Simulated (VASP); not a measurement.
A run of VASP 6.6.1 is set up as follows.

The input POSCAR:

```
SiO2
1.0
    5.0596778423      0.0000000000      0.0000000000
   -2.5298389212      4.3818095464      0.0000000000
    0.0000000000      0.0000000000      5.4302639152
Si O
3 6
Direct
    0.0000000000      0.5000000000      0.3333333333
    0.5000000000      0.5000000000      0.6666666667
    0.5000000000      0.0000000000      0.0000000000
    0.5862146765      0.7931073383      0.8333333333
    0.7931073383      0.5862146765      0.5000000000
    0.7931073383      0.2068926617      0.1666666667
    0.4137853235      0.2068926617      0.8333333333
    0.2068926617      0.4137853235      0.5000000000
    0.2068926617      0.7931073383      0.1666666667
```

INCAR.step1

```
  PREC = Accurate
  ENCUT = 520
  ISMEAR = 0
  SIGMA = 0.02
  LREAL = False
  LASPH = True
  NELM = 60
  NBANDS = 34
  GGA = PE
  ALGO = Normal
  EDIFF = 1E-4
  LWAVE = True
  LCHARG = False
```

The input INCAR.step2:

```
  PREC = Accurate
  ENCUT = 520
  EDIFF = 1E-6
  ISMEAR = 0
  SIGMA = 0.02
  LREAL = False
  LASPH = True
  NELM = 60
  ALGO = Normal
  ISIF = 2
  LWAVE = False
  LCHARG = True
  METAGGA = R2SCAN
  LMIXTAU = True
  LELF = True
  LVHAR = True
  NBANDS = 34
  ISTART = 1
```

File KPOINTS:

```
regular mesh
0
Gamma
  6 6 4
```

Potentials or basis: VASP PAW PBE potentials, release 64 (Si, O).

Launch:

```bash
$ cat potpaw_PBE.64/Si/POTCAR potpaw_PBE.64/O/POTCAR > POTCAR
$ cp INCAR.step1 INCAR
$ mpirun -np 1 vasp_std > vasp.out
$ cp INCAR.step2 INCAR
$ mpirun -np 1 vasp_std > vasp.out
```

Predict the largest force.

0.013 eV/Å.

Estimate the band gap on the k mesh.

6.37 eV, indirect (least direct gap 6.61 eV).

Stress tensor (GPa, compression positive):
```
2.78 0.00 0.00
0.00 2.78 0.00
0.00 0.00 4.44
```

Caveat: the cell differs from its parent crystal (strain along c alone, the other axes held: -2.0 %, then relaxed in part); the PAW data sets were made with another functional, which shifts forces and pressure a little. A k mesh can miss the band edges.
